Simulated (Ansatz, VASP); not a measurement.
## One calculation of Zr4Ag, two programs

```
Zr Ag
1.0
     0.00640   -0.00304    4.24899
     3.58267   -3.58361   -2.13362
     7.17873    7.17773   -0.00579
Zr Ag
8 2
Direct
  0.70882 0.41777 0.09802
  0.20866 0.41726 0.59797
  0.79118 0.58221 0.40198
  0.29138 0.58278 0.90203
  0.40140 0.80287 0.20958
  0.90136 0.80266 0.70958
  0.09854 0.19714 0.29044
  0.59870 0.19733 0.79039
  0.49997 0.99979 0.50000
  0.99999 0.00019 0.00001
```

Change from the starting cell: cell x2, atoms moved at random (sigma 0.15 Å) and cell strained at random (1.5 %), then relaxed without symmetry.

Alike in both runs: functional PBE; k mesh 6 × 6 × 2; occupations gaussian, width 0.2 eV; no spin polarisation.

Ansatz relaxed the structure, and its values are those at the end. VASP's run is a single point on that final structure, the one shown.

```csv
,VASP,Ansatz
version,VASP 6.6.1,Ansatz 0.2.0
potentials or method,"VASP PAW PBE potentials, release 64 (Zr_sv, Ag), cutoff 520 eV","scalar-relativistic, plane waves, PAW"
valence electrons in the cell,118,134
```

Ansatz gave:

* gap on the k mesh at the Fermi level (eV): none
* pressure (GPa): 0.0
* rms of the force components (eV/Å): 0.005

Question: What did VASP give for the same quantities?

Answer: gap on the k mesh at the Fermi level (eV): none; pressure (GPa): 0.1; rms of the force components (eV/Å): 0.003.

A gap of «none» marks a metal or a gap that the smearing closes. VASP's potentials hold 118 valence electrons a cell and Ansatz's 134, so a difference there can come from the potentials and not from the codes.
